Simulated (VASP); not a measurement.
## Mg: single point with LDA

Crystal: Mg.

```xyz
3
Lattice="1.5927 0.9195 7.6999 -1.5927 0.9195 7.6999 0.0000 -1.8391 7.6999" Properties=species:S:1:pos:R:3 pbc="T T T"
Mg   -0.0482    0.0091   17.9939
Mg   -0.0192   -0.0134    5.0810
Mg    0.0242    0.0170    0.0117
```

* Program: VASP 6.6.1
* Task: single point
* Functional: LDA
* Potentials or basis: VASP PAW LDA potentials, release 64 (Mg)
* Cutoff: 520 eV
* k mesh: 7 × 7 × 7
* Occupations: methfessel-paxton, width 0.05 eV
* Spin: no spin polarisation

The pressure is -1.7 GPa and the largest force is 0.218 eV/Å. The band gap on the k mesh is zero (bands 3 and 4 overlap by 1.65 eV).

Forces on the atoms (eV/Å):
```
Mg   0.036 -0.004 -0.148
Mg   0.002  0.018  0.217
Mg  -0.037 -0.013 -0.069
```

Stress tensor (GPa, compression positive):
```
-2.39  0.03  0.03
 0.03 -2.37  0.01
 0.03  0.01 -0.22
```

Levels at points of the mesh, in eV from the Fermi level:
| k point | band 1 | band 2 | band 3 | band 4 | band 5 | band 6 | band 7 | band 8 |
| --- | --- | --- | --- | --- | --- | --- | --- | --- |
| (0.00, 0.00, 0.00) | -7.23 | -4.78 | -4.66 | 2.47 | 2.53 | 10.85 | 10.85 | 10.97 |

Run time: 11 min on 1 thread of Intel Xeon 8259CL, with other jobs on the host, peak memory 0.41 GiB.
